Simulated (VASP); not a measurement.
# Ti (P6_3/mmc) in VASP: notebook, part 2 of 2

VASP 6.6.1. Earlier steps stand in the parts before.

## (5) Single point, HSE06

This run uses another cell than the first one, of 18.34 Å³/atom.

POSCAR reads:

```
Ti
1.0
    2.9888202413      0.0000000000      0.0000000000
   -1.4944101206      2.5883942563      0.0000000000
    0.0000000000      0.0000000000      4.7415860099
Ti
2
Direct
    0.6666666667      0.3333333333      0.7500000000
    0.3333333333      0.6666666667      0.2500000000
```

INCAR.step1 reads:

```
SYSTEM = Ti
ALGO = Normal
EDIFF = 1E-5
ENCUT = 520
GGA = PE
ISIF = 2
ISMEAR = -1
LASPH = .True.
LCHARG = .False.
LREAL = .False.
LWAVE = .True.
NBANDS = 19
NELM = 100
PREC = Accurate
SIGMA = 0.05
```

INCAR.step2 reads:

```
SYSTEM = Ti
ALGO = Normal
EDIFF = 1E-7
ENCUT = 520
GGA = PE
HFSCREEN = 0.2079
ISIF = 2
ISMEAR = -1
ISTART = 1
LASPH = .True.
LCHARG = .False.
LHFCALC = .True.
LREAL = .False.
LWAVE = .False.
NBANDS = 19
NELM = 100
PREC = Accurate
PRECFOCK = Normal
SIGMA = 0.05
```

KPOINTS reads:

```
k-points
0
Gamma
  5 5 3
  0 0 0
```

Potentials or basis: VASP PAW PBE potentials, release 64 (Ti_sv).

On the command line:

```
cat potpaw_PBE.64/Ti_sv/POTCAR > POTCAR
cp INCAR.step1 INCAR
mpirun -np 1 vasp_std > vasp.out
cp INCAR.step2 INCAR
mpirun -np 1 vasp_std > vasp.out
```

OUTCAR:

```text
SYSTEM = Ti
   EDIFF = 1E-7
   ENCUT = 520
   GGA = PE
   HFSCREEN = 0.2079
   ISIF = 2
   ISMEAR = -1
   ISTART = 1
   LASPH = .True.
   LHFCALC = .True.
   LREAL = .False.
   NELM = 100
   PREC = Accurate
   PRECFOCK = Normal

 ion  position               nearest neighbor table
   1  0.667  0.333  0.750-
   2  0.333  0.667  0.250-

  LATTYP: Found a hexagonal cell.
 ALAT       =     2.9888202413
 C/A-ratio  =     1.5864406780

  Lattice vectors:

 A1 = (   2.9888202413,   0.0000000000,   0.0000000000)
 A2 = (  -1.4944101206,   2.5883942563,   0.0000000000)
 A3 = (   0.0000000000,   0.0000000000,   4.7415860099)

Analysis of symmetry for initial positions (statically):
=====================================================================
 Subroutine PRICEL returns:
 Original cell was already a primitive cell.

 Routine SETGRP: Setting up the symmetry group for a
 hexagonal supercell.

 Subroutine GETGRP returns: Found 24 space group operations
 (whereof 12 operations were pure point group operations)
 out of a pool of 24 trial point group operations.

The static configuration has the point symmetry D_3d.
 The point group associated with its full space group is D_6h.

Analysis of symmetry for dynamics (positions and initial velocities):
=====================================================================
 Subroutine PRICEL returns:
 Original cell was already a primitive cell.

 Routine SETGRP: Setting up the symmetry group for a
 hexagonal supercell.

 Subroutine GETGRP returns: Found 24 space group operations
 (whereof 12 operations were pure point group operations)
 out of a pool of 24 trial point group operations.

The dynamic configuration has the point symmetry D_3d.
 The point group associated with its full space group is D_6h.

 Subroutine INISYM returns: Found 24 space group operations
 (whereof 12 operations are pure point group operations),
 and found     1 'primitive' translations

----------------------------------------------------------------------------------------

                                     Primitive cell

  volume of cell :      36.6821

  direct lattice vectors                    reciprocal lattice vectors
     2.988820241  0.000000000  0.000000000     0.334580175  0.193169954  0.000000000
    -1.494410121  2.588394256  0.000000000     0.000000000  0.386339908  0.000000000
     0.000000000  0.000000000  4.741586010     0.000000000  0.000000000  0.210899897

  length of vectors
     2.988820241  2.988820241  4.741586010     0.386339908  0.386339908  0.210899897

  position of ions in fractional coordinates (direct lattice)
     0.666666667  0.333333333  0.750000000
     0.333333333  0.666666667  0.250000000

  ion indices of the primitive-cell ions
   primitive index   ion index
                 1           1
                 2           2

----------------------------------------------------------------------------------------

 KPOINTS: k-points
[... 24 lines left out ...]
            Coordinates               Weight
  0.000000  0.000000  0.000000      1.000000
  0.200000  0.000000  0.000000      6.000000
  0.400000  0.000000  0.000000      6.000000
  0.200000  0.200000  0.000000      6.000000
  0.400000  0.200000  0.000000      6.000000
  0.000000  0.000000  0.333333      2.000000
  0.200000  0.000000  0.333333     12.000000
  0.400000  0.000000  0.333333     12.000000
  0.200000  0.200000  0.333333     12.000000
  0.400000  0.200000  0.333333     12.000000
   k-points           NKPTS =     10   k-points in BZ     NKDIM =     75   number of bands    NBANDS=     19
   number of dos      NEDOS =    301   number of ions     NIONS =      2
   total plane-waves  NPLWV =  20736
   dimension x,y,z NGX =    24 NGY =   24 NGZ =   36
   dimension x,y,z NGXF=    48 NGYF=   48 NGZF=   72
   ions per type =               2
   NGX,Y,Z   is equivalent  to a cutoff of  13.35, 13.35, 12.62 a.u.
   NGXF,Y,Z  is equivalent  to a cutoff of  26.70, 26.70, 25.24 a.u.
 SYSTEM =  Ti
   PREC   = accura    normal or accurate (medium, high low for compatibility)
   ISTART =      1    job   : 0-new  1-cont  2-samecut
   ICHARG =      0    charge: 1-file 2-atom 10-const
   ISPIN  =      1    spin polarized calculation?
   LNONCOLLINEAR =      F non collinear calculations
   LSORBIT =      F    spin-orbit coupling
   LASPH  =      T    aspherical Exc in radial PAW
   ENCUT  =  520.0 eV  38.22 Ry    6.18 a.u.   5.56  5.56  8.82*2*pi/ulx,y,z
   NELM   =    100;   NELMIN=  2; NELMDL=  0     # of ELM steps
   EDIFF  = 0.1E-06   stopping-criterion for ELM
   LREAL  =      F    real-space projection
   EDIFFG = 0.1E-05   stopping-criterion for IOM
   NSW    =      0    number of steps for IOM
   IBRION =     -1    ionic relax: 0-MD 1-quasi-New 2-CG
   NFREE  =      0    steps in history (QN), initial steepest desc. (CG)
   ISIF   =      2    stress and relaxation
   ISYM   =      3    0-nonsym 1-usesym 2-fastsym
   POTIM  = 0.5000    time-step for ionic-motion
   TEBEG  =    0.0;   TEEND  =   0.0 temperature during run
   PSTRESS=    0.0 pullay stress
   NELECT =      24.0000    total number of electrons
   NUPDOWN=      -1.0000    fix difference up-down
   EMIN   =  10.00;   EMAX   =-10.00  energy-range for DOS
   EFERMI =   0.00;   METHOD = LEGACY
   ISMEAR =    -1;   SIGMA  =   0.05  broadening in eV -4-tet -1-fermi 0-gaus
   EFERMI_NEDOS =   21; number of points for ismear=-14 and -15
   IALGO  =     38    algorithm
   IMIX   =      1    mixing-type and parameters
     AMIX     =   0.40;   BMIX     =  1.00
     AMIX_MAG =   1.60;   BMIX_MAG =  1.00
  volume/ion in A,a.u.               =      18.34       123.77
  Fermi-wavevector in a.u.,A,eV,Ry     =   1.421218  2.685712 27.481863  2.019860
  Thomas-Fermi vector in A             =   2.542051
   LORBIT       =      0    0 simple, 1 ext, 2 COOP (PROOUT), +10 PAW based schemes
   GGA     = PE    functional components
   LHFCALC =     T    Hartree Fock is set to
   PRECFOCK=normal    Normal, Fast or Accurate (Low or Medium for compatibility)
   ENCUT4O =  -1.0   cutoff for four orbital integrals eV
   NKREDX  =     1    reduce k-point grid by
   NKREDY  =     1    reduce k-point grid by
   NKREDZ  =     1    reduce k-point grid by
   AEXX    =    0.2500 exact exchange contribution
   HFSCREEN=    0.2079 screening length (either q_TF or 0.3 A-1)
   HFSCREENC=   0.2079 screening length for correlation (either q_TF or 0.3 A-1)
   ENCUTFOCK=  -1.0 apply spherical cutoff to Coloumb kernel
   IVDW    =     0    specifies the selected vdW correction
   LEPSILON=     F    determine dielectric tensor
   LRPA    =     F    only Hartree local field effects (RPA)
 non-spin polarized calculation
  energy-cutoff  :      520.00
  volume of cell :       36.68
 maximum number of plane-waves:      1020
 NGX is ok and might be reduce to    24
  NGX = 18; NGY = 18; NGZ = 28

 number of electron      23.9999999 magnetization

 Free energy of the ion-electron system (eV)
  ---------------------------------------------------
  ext. energy  EPLUGINS =         0.00000000
  ---------------------------------------------------
  free energy    TOTEN  =       -18.83799795 eV

  energy without entropy =      -18.81478504  energy(sigma->0) =      -18.82639149

 E-fermi :   7.9774     XC(G=0):  -9.2683

 val. band max:        7.9656179098   @ k =   0.4000   0.2000   0.3333
 cond. band min:       8.0368692944   @ k =   0.0000   0.0000   0.0000
 fundamental gap:      0.0712513845
 Fermi energy:         7.9774347882

 k-point     1 :       0.0000    0.0000    0.0000
  band No.  band energies     occupation
      1     -54.0913      2.00000
      2     -53.9734      2.00000
      3     -29.0217      2.00000
      4     -28.3830      2.00000
      5     -28.3830      2.00000
      6     -28.3787      2.00000
[... 197 lines left out ...]
      6     -28.5302      2.00000
[... 11 lines left out ...]
     18      11.7851      0.00000
     19      13.4306      0.00000

------------------------ aborting loop because EDIFF is reached ----------------------------------------

  FORCE on cell =-STRESS in cart. coord.  units (eV):
  Direction    XX          YY          ZZ          XY          YZ          ZX
  --------------------------------------------------------------------------------------
  -------------------------------------------------------------------------------------
  Total       -1.5837504     -1.5837504     -2.4241023     -0.0000000      0.0000000      0.0000000
  in kB      -69.1740936    -69.1740936   -105.8784743     -0.0000000      0.0000000      0.0000000
  external PRESSURE =     -81.4088871 kB  Pullay stress =       0.0000000 kB

 VOLUME and BASIS-vectors are now :
 -----------------------------------------------------------------------------
  energy-cutoff  :      520.00
  volume of cell :       36.68
      direct lattice vectors                 reciprocal lattice vectors
     2.988820241  0.000000000  0.000000000     0.334580175  0.193169954  0.000000000
    -1.494410121  2.588394256  0.000000000     0.000000000  0.386339908  0.000000000
     0.000000000  0.000000000  4.741586010     0.000000000  0.000000000  0.210899897

 POSITION                                       TOTAL-FORCE (eV/Angst)
 -----------------------------------------------------------------------------------
      1.49441      0.86280      3.55619        -0.000000      0.000000      0.000000
     -0.00000      1.72560      1.18540         0.000000     -0.000000      0.000000
 -----------------------------------------------------------------------------------
    total drift:                                0.000000     -0.000000      0.000000

  FREE ENERGIE OF THE ION-ELECTRON SYSTEM (eV)
  ---------------------------------------------------
  free  energy   TOTEN  =       -18.8379979478 eV

  energy  without entropy=      -18.8147850386  energy(sigma->0) =      -18.82639149
```

Run time: 22 min. Hardware: 1 thread of Intel Xeon Platinum 8124M at 3.00GHz (Skylake/Cascade Lake), shared host; peak memory 0.26 GiB.

What came out:

```
Free energy            : -18.8380 eV
Pressure               : -8.1 GPa
Band gap on the k mesh : zero (bands 12 and 13 overlap by 1.00 eV)
```

Levels at points of the mesh, in eV from the Fermi level:
```
           k point  band 9  band 10  band 11  band 12  band 13  band 14  band 15  band 16
(0.00, 0.00, 0.00)   -7.50    -3.30     0.06     0.98     0.98     1.22     1.65     1.65
```

Caveat: the k points lie up to 0.49 Å⁻¹ apart, too coarse for converged energies and pressures of a metal; the PAW data sets were made with another functional, which shifts forces and pressure a little.

## (6) Single point, PBE

INCAR reads:

```
PREC = Accurate ; ENCUT = 500
EDIFF = 1E-6 ; ISMEAR = 0
SIGMA = 0.020999999999999998 ; LREAL = F
LASPH = T ; NELM = 120
ALGO = Normal ; ISIF = 2
LWAVE = F ; LCHARG = F
GGA = PE ; NBANDS = 19
GGA_COMPAT = F
```

KPOINTS reads:

```
Automatic mesh
0
Gamma
  10 10 6
```

POSCAR reads:

```
Ti
1.0
    2.9500000000      0.0000000000      0.0000000000
   -1.4750000000      2.5547749412      0.0000000000
    0.0000000000      0.0000000000      4.6800000000
Ti
2
Direct
    0.6666666667      0.3333333333      0.7500000000
    0.3333333333      0.6666666667      0.2500000000
```

Potentials or basis: VASP PAW PBE potentials, release 64 (Ti_sv).

On the command line:

```
cat potpaw_PBE.64/Ti_sv/POTCAR > POTCAR
mpirun -np 1 vasp_std > vasp.out
```

Wall time 16 s (1 thread of Intel Xeon 6975P-C (Granite Rapids), shared host); peak memory 0.17 GiB.

Results (log left out):

```
Free energy            : -15.6652 eV
Pressure               : -1.7 GPa
Band gap on the k mesh : zero (bands 12 and 13 overlap by 1.00 eV)
```

Stress tensor (GPa, compression positive):
```
-1.61  0.00  0.00
 0.00 -1.61  0.00
 0.00  0.00 -1.88
```

Levels at points of the mesh, in eV from the Fermi level:
```tsv
k point	band 9	band 10	band 11	band 12	band 13	band 14	band 15	band 16
(0.00, 0.00, 0.00)	-6.15	-2.63	0.74	0.79	0.79	0.88	1.27	1.27
(0.50, 0.00, 0.00)	-2.30	-2.09	-1.78	-0.61	0.50	0.63	1.17	3.30
(0.00, 0.00, 0.50)	-4.31	-4.31	0.10	0.10	0.70	0.70	0.70	0.70
(0.50, 0.00, 0.50)	-2.48	-2.48	-0.78	-0.78	1.31	1.31	1.72	1.72
```

## (7) The runs side by side

```csv
level,cell,k mesh,cutoff (eV),smearing,grid for exact exchange (PRECFOCK),share of exact exchange,screening parameter,gap on the mesh (eV),pressure (GPa)
PBE,"a = 2.950, b = 2.950, c = 4.680 Å, angles 90.0, 90.0, 120.0°, 2 atoms",6 × 6 × 4,500,fermi-dirac 0.06 eV,-,-,-,none,-1.7
HSE06,"a = 2.950, b = 2.950, c = 4.680 Å, angles 90.0, 90.0, 120.0°, 2 atoms",5 × 5 × 3,520,fermi-dirac 0.05 eV,Normal,0.25,0.2079 1/Å,none,-4.1
HSE06,"a = 2.970, b = 2.970, c = 4.711 Å, angles 90.0, 90.0, 120.0°, 2 atoms",5 × 5 × 3,520,fermi-dirac 0.05 eV,Normal,0.25,0.2079 1/Å,none,-6.2
HSE06,"a = 2.989, b = 2.989, c = 4.742 Å, angles 90.0, 90.0, 120.0°, 2 atoms",5 × 5 × 3,520,fermi-dirac 0.05 eV,Normal,0.25,0.2079 1/Å,none,-8.1
PBE,"a = 2.950, b = 2.950, c = 4.680 Å, angles 90.0, 90.0, 120.0°, 2 atoms",10 × 10 × 6,500,gaussian 0.021 eV,-,-,-,none,-1.7
```

Alike in all rows: task single point; potentials or basis VASP PAW PBE potentials, release 64 (Ti_sv); no spin polarisation.

Caveats: some runs use coarse meshes; the PAW data sets were made with another functional, which shifts forces and pressure a little (at least some runs).

Total energies depend on the potentials used, so only differences within one code and one set of settings carry meaning.
